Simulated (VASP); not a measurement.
Ge2Sb2Te5: single point with PBE+D3(BJ)

Crystal: Ge2Sb2Te5.

```
Te Sb Ge
1.0
     4.23312    0.00000    0.00000
    -2.11656    3.66599    0.00000
     0.00000    0.00000   17.44583
Te Sb Ge
5 2 2
Cartesian
  0.0000 0.0000 0.0000
  2.1166 1.2220 3.7061
  0.0000 2.4440 7.3782
  2.1166 1.2220 10.0677
  0.0000 2.4440 13.7397
  0.0000 2.4440 1.9809
  2.1166 1.2220 15.4649
  0.0000 0.0000 5.9469
  0.0000 0.0000 11.4989
```

- Program: VASP 6.6.1
- Task: single point
- Functional: PBE
- Dispersion: D3(BJ)
- Potentials or basis: VASP PAW PBE potentials, release 64 (Te, Sb, Ge_d)
- Cutoff: 520 eV
- k mesh: 10 × 10 × 2
- Occupations: gaussian, width 0.03 eV
- Spin: no spin polarisation
- Dipole correction: no
- Further INCAR settings: ALGO = Normal; EDIFF = 1e-07; NBANDS = 44

The pressure is 0.0 GPa and the largest force is 0.020 eV/Å. The band gap on the k mesh is 0.06 eV, indirect (least direct gap 0.22 eV) and the dispersion energy per atom is -0.430 eV.

Forces in eV/Å, atoms in the order of the input:
```
Te   0.000  0.000  0.000
Te   0.000  0.000  0.015
Te   0.000  0.000  0.017
Te   0.000  0.000 -0.017
Te   0.000  0.000 -0.015
Sb   0.000  0.000 -0.020
Sb   0.000  0.000  0.020
Ge   0.000  0.000 -0.014
Ge   0.000  0.000  0.014
```

Levels at points of the mesh, in eV from the valence-band top:
```
           k point  band 30  band 31  band 32  band 33  band 34  band 35  band 36  band 37  band 38  band 39
(0.00, 0.00, 0.00)    -1.40    -1.40    -1.30    -1.11    -0.09     0.12     0.12     0.63     1.12     1.12
(0.50, 0.00, 0.00)    -2.34    -1.99    -1.86    -1.19    -1.11     0.35     0.61     0.73     1.39     1.69
(0.00, 0.00, 0.50)    -1.58    -1.44    -1.44    -0.98    -0.11     0.16     0.16     0.65     1.00     1.00
(0.50, 0.00, 0.50)    -2.53    -2.26    -2.00    -1.71    -0.46     0.06     0.57     1.02     1.62     1.83
```

Run time: 13 min on 1 thread of Intel Xeon 6975P-C, with other jobs on the host, peak memory 0.56 GiB.

Caveat: spin-orbit coupling is left out, which moves the levels of the heavy elements. A k mesh can miss the band edges.
